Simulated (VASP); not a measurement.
# ZnS (F-43m) in VASP: notebook

Runs on ZnS. Level: LDA. Tasks: single point, relaxation of cell and atoms.

Everything below comes from runs of VASP 6.6.1. Logs are shortened: lines on timing, memory, paths and dates and some standing lists are left out, and cuts for length are marked.

## 1. The cell of the first run

Symmetry: F-43m, No. 216, cubic system. Conventional cell: a = 5.387 Å, b = 5.387 Å, c = 5.387 Å, α = 90.00°, β = 90.00°, γ = 90.00°. Within 3.1 Å of Zn (site symmetry -43m) lie 4 S at 2.33 Å. Within 3.1 Å of S (site symmetry -43m) lie 4 Zn at 2.33 Å.

## 2. Single point, LDA

INCAR reads:

```
SYSTEM = ZnS
PREC     = Accurate       ! precision mode
ENCUT    = 520            ! plane-wave cutoff, eV
EDIFF    = 1E-6           ! SCF threshold, eV
ISMEAR   = 0              ! smearing method
SIGMA    = 0.1            ! smearing width, eV
LREAL    = .FALSE.        ! projectors in reciprocal space
LASPH    = .TRUE.         ! aspherical terms in the spheres
NELM     = 100            ! most SCF steps
ALGO     = Normal         ! electronic algorithm
ISIF     = 2              ! what is computed and relaxed
LWAVE    = .FALSE.        ! write WAVECAR
LCHARG   = .FALSE.        ! write CHGCAR
NBANDS   = 16             ! bands
```

KPOINTS reads:

```
Automatic mesh
0
G
  6 6 6
  0 0 0
```

POSCAR reads:

```
ZnS
1.0
    0.0000000000      2.6936828800      2.6936828800
    2.6936828800      0.0000000000      2.6936828800
    2.6936828800      2.6936828800      0.0000000000
Zn S
1 1
Direct
    0.0000000000      0.0000000000      0.0000000000
    0.7500000000      0.7500000000      0.7500000000
```

Potentials or basis: VASP PAW LDA potentials, release 64 (Zn, S).

The run is started by

```console
$ cat potpaw_LDA.64/Zn/POTCAR potpaw_LDA.64/S/POTCAR > POTCAR
$ mpirun -np 1 vasp_std > vasp.out
```

OUTCAR:

```text
SYSTEM = ZnS
   PREC = Accurate
   ENCUT = 520
   EDIFF = 1E-6
   ISMEAR = 0
   LREAL = .FALSE.
   LASPH = .TRUE.
   NELM = 100
   ISIF = 2

 ion  position               nearest neighbor table
   1  0.000  0.000  0.000-   2 2.33   2 2.33   2 2.33   2 2.33
   2  0.750  0.750  0.750-   1 2.33   1 2.33   1 2.33   1 2.33

  LATTYP: Found a face centered cubic cell.
 ALAT       =     5.3873657600

  Lattice vectors:

 A1 = (   0.0000000000,   2.6936828800,   2.6936828800)
 A2 = (   2.6936828800,   0.0000000000,   2.6936828800)
 A3 = (   2.6936828800,   2.6936828800,   0.0000000000)

Analysis of symmetry for initial positions (statically):
=====================================================================
 Subroutine PRICEL returns:
 Original cell was already a primitive cell.

 Routine SETGRP: Setting up the symmetry group for a
 face centered cubic supercell.

 Subroutine GETGRP returns: Found 24 space group operations
 (whereof 24 operations were pure point group operations)
 out of a pool of 48 trial point group operations.

The static configuration has the point symmetry T_d .

Analysis of symmetry for dynamics (positions and initial velocities):
=====================================================================
 Subroutine PRICEL returns:
 Original cell was already a primitive cell.

 Routine SETGRP: Setting up the symmetry group for a
 face centered cubic supercell.

 Subroutine GETGRP returns: Found 24 space group operations
 (whereof 24 operations were pure point group operations)
 out of a pool of 48 trial point group operations.

The dynamic configuration has the point symmetry T_d .

 Subroutine INISYM returns: Found 24 space group operations
 (whereof 24 operations are pure point group operations),
 and found     1 'primitive' translations

----------------------------------------------------------------------------------------

                                     Primitive cell

  volume of cell :      39.0903

  direct lattice vectors                    reciprocal lattice vectors
     0.000000000  2.693682880  2.693682880    -0.185619474  0.185619474  0.185619474
     2.693682880  0.000000000  2.693682880     0.185619474 -0.185619474  0.185619474
     2.693682880  2.693682880  0.000000000     0.185619474  0.185619474 -0.185619474

  length of vectors
     3.809442862  3.809442862  3.809442862     0.321502360  0.321502360  0.321502360

  position of ions in fractional coordinates (direct lattice)
     0.000000000  0.000000000  0.000000000
[... 68 lines left out ...]
   NELM   =    100;   NELMIN=  2; NELMDL= -5     # of ELM steps
   EDIFF  = 0.1E-05   stopping-criterion for ELM
   LREAL  =      F    real-space projection
   EDIFFG = 0.1E-04   stopping-criterion for IOM
   NSW    =      0    number of steps for IOM
   IBRION =     -1    ionic relax: 0-MD 1-quasi-New 2-CG
   NFREE  =      0    steps in history (QN), initial steepest desc. (CG)
   ISIF   =      2    stress and relaxation
   ISYM   =      2    0-nonsym 1-usesym 2-fastsym
   POTIM  = 0.5000    time-step for ionic-motion
   TEBEG  =    0.0;   TEEND  =   0.0 temperature during run
   PSTRESS=    0.0 pullay stress
   NELECT =      18.0000    total number of electrons
   NUPDOWN=      -1.0000    fix difference up-down
   EMIN   =  10.00;   EMAX   =-10.00  energy-range for DOS
   EFERMI =   0.00;   METHOD = LEGACY
   ISMEAR =     0;   SIGMA  =   0.10  broadening in eV -4-tet -1-fermi 0-gaus
   EFERMI_NEDOS =   21; number of points for ismear=-14 and -15
   IALGO  =     38    algorithm
   IMIX   =      4    mixing-type and parameters
     AMIX     =   0.40;   BMIX     =  1.00
     AMIX_MAG =   1.60;   BMIX_MAG =  1.00
  volume/ion in A,a.u.               =      19.55       131.90
  Fermi-wavevector in a.u.,A,eV,Ry     =   1.264181  2.388955 21.744194  1.598153
  Thomas-Fermi vector in A             =   2.397499
   LORBIT       =      0    0 simple, 1 ext, 2 COOP (PROOUT), +10 PAW based schemes
   GGA     = CA    functional components
   LHFCALC =     F    Hartree Fock is set to
   AEXX    =    0.0000 exact exchange contribution
   IVDW    =     0    specifies the selected vdW correction
   LEPSILON=     F    determine dielectric tensor
   LRPA    =     F    only Hartree local field effects (RPA)
 non-spin polarized calculation
 Gauss-broadening in eV      SIGMA  =   0.10
  energy-cutoff  :      520.00
  volume of cell :       39.09
 maximum number of plane-waves:      1067
   NGX = 15   NGY = 15   NGZ = 15

 number of electron      18.0000006 magnetization

 Free energy of the ion-electron system (eV)
  ---------------------------------------------------
  ext. energy  EPLUGINS =         0.00000000
  ---------------------------------------------------
  free energy    TOTEN  =        -8.18236156 eV

  energy without entropy =       -8.18236156  energy(sigma->0) =       -8.18236156

 E-fermi :   2.5092     XC(G=0): -10.0807

 val. band max:        2.0157606733   @ k =   0.0000   0.0000   0.0000
 cond. band min:       3.9442233298   @ k =   0.0000   0.0000   0.0000
 fundamental gap:      1.9284626565
 Fermi energy:         2.5091703897

 k-point     1 :       0.0000    0.0000    0.0000
  band No.  band energies     occupation
      1     -11.1578      2.00000
      2      -4.5207      2.00000
      3      -4.5207      2.00000
      4      -4.5207      2.00000
      5      -4.0290      2.00000
      6      -4.0290      2.00000
[... 281 lines left out ...]
      3      -4.2314      2.00000
      4      -4.1415      2.00000
      5      -4.0054      2.00000
      6      -3.6562      2.00000
[... 8 lines left out ...]
     15      15.9364      0.00000
     16      16.7362      0.00000

------------------------ aborting loop because EDIFF is reached ----------------------------------------

  FORCE on cell =-STRESS in cart. coord.  units (eV):
  Direction    XX          YY          ZZ          XY          YZ          ZX
  --------------------------------------------------------------------------------------
  -------------------------------------------------------------------------------------
  Total       -0.9025282     -0.9025282     -0.9025282      0.0000000      0.0000000      0.0000000
  in kB      -36.9915014    -36.9915014    -36.9915014      0.0000000      0.0000000      0.0000000
  external PRESSURE =     -36.9915014 kB  Pullay stress =       0.0000000 kB

 VOLUME and BASIS-vectors are now :
 -----------------------------------------------------------------------------
  energy-cutoff  :      520.00
  volume of cell :       39.09
      direct lattice vectors                 reciprocal lattice vectors
     0.000000000  2.693682880  2.693682880    -0.185619474  0.185619474  0.185619474
     2.693682880  0.000000000  2.693682880     0.185619474 -0.185619474  0.185619474
     2.693682880  2.693682880  0.000000000     0.185619474  0.185619474 -0.185619474

 POSITION                                       TOTAL-FORCE (eV/Angst)
 -----------------------------------------------------------------------------------
      0.00000      0.00000      0.00000         0.000000      0.000000      0.000000
      4.04052      4.04052      4.04052        -0.000000     -0.000000     -0.000000
 -----------------------------------------------------------------------------------
    total drift:                               -0.000001     -0.000001     -0.000000

  FREE ENERGIE OF THE ION-ELECTRON SYSTEM (eV)
  ---------------------------------------------------
  free  energy   TOTEN  =        -8.1823615641 eV

  energy  without entropy=       -8.1823615641  energy(sigma->0) =       -8.18236156
```

stdout:

```text
POSCAR found type information on POSCAR ZnS
 POSCAR found :  2 types and       2 ions
 scaLAPACK will be used
 LDA part: xc-table for (Slater(with rela. corr.)+CA(PZ))
 , standard interpolation
 POSCAR, INCAR and KPOINTS ok, starting setup
 FFT: planning ... GRIDC
 FFT: planning ... GRID_SOFT
 FFT: planning ... GRID
 WAVECAR not read
 entering main loop
```

It took 7.6 s on 1 thread of Intel Xeon Platinum 8488C (Sapphire Rapids), shared host; peak memory 0.14 GiB.

What came out:

```yaml
Free_energy: -8.1824 eV
Pressure: -3.7 GPa
Band_gap_on_the_k_mesh: 1.93 eV
```

Levels at points of the mesh, in eV from the valence-band top:
```tsv
k point	band 5	band 6	band 7	band 8	band 9	band 10	band 11	band 12	band 13	band 14
(0.00, 0.00, 0.00)	-6.04	-6.04	0.00	0.00	0.00	1.93	6.25	6.25	6.25	11.57
(0.50, 0.00, 0.00)	-6.01	-5.83	-5.44	-0.89	-0.89	3.13	6.79	6.79	8.66	11.90
(0.50, 0.50, 0.00)	-5.97	-5.82	-4.70	-2.28	-2.28	3.17	3.90	10.78	11.84	11.84
```

Caveat: the cell stands under tension.

[end of part 1 of 2]
